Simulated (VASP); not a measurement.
A run of VASP 6.6.1 is set up as follows.

Contents of INCAR:

```
SYSTEM = LiSi16
PREC = Accurate
ENCUT = 520
EDIFF = 1E-6
ISMEAR = 0
SIGMA = 0.02
LREAL = Auto
LASPH = .TRUE.
NELM = 60
ALGO = Normal
ISIF = 2
LWAVE = .FALSE.
LCHARG = .FALSE.
GGA = PE
NELECT = 66.0
NBANDS = 48
```

Contents of KPOINTS:

```
regular mesh
0
G
  2 2 2
  0 0 0
```

The input POSCAR:

```
LiSi16
1.0
    0.0000000000      5.4300000000      5.4300000000
    5.4300000000      0.0000000000      5.4300000000
    5.4300000000      5.4300000000      0.0000000000
Si Li
16 1
Direct
    0.0007246777      0.0000742173     -0.0039360958
    0.1314368324      0.1308434622      0.1071114180
    0.0072192449      0.0066713628      0.4797170350
    0.1221863720      0.1217594843      0.6224979742
    0.0007215470      0.5033777164     -0.0039692449
    0.1182021179      0.6262455801      0.1295107735
   -0.0141901473      0.5037872007      0.5069483425
    0.1222290976      0.6338506446      0.6224854512
    0.5039675875      0.0000786372     -0.0039232044
    0.6268889503      0.1176012891      0.1294697974
    0.5042535912     -0.0146534070      0.5069443831
    0.6343718232      0.1217491713      0.6224974217
    0.4949220074      0.4942805709      0.0167126151
    0.6268855433      0.6262413444      0.1295024862
    0.5042604972      0.5037971455      0.5069529466
    0.6179819521      0.6175289134      0.6473314917
    0.3584952118      0.3580874770      0.4257219153
```

Potentials or basis: VASP PAW PBE potentials, release 64 (Si, Li_sv).

Launch:

```console
$ cat potpaw_PBE.64/Si/POTCAR potpaw_PBE.64/Li_sv/POTCAR > POTCAR
$ mpirun -np 1 vasp_std > vasp.out
```

(1) What does it give for the largest force?

Results:

(1) 0.519 eV/Å.

Caveat: the k points lie up to 0.50 Å⁻¹ apart; the cell carries a net charge on a neutralising background, which shifts energy and pressure.
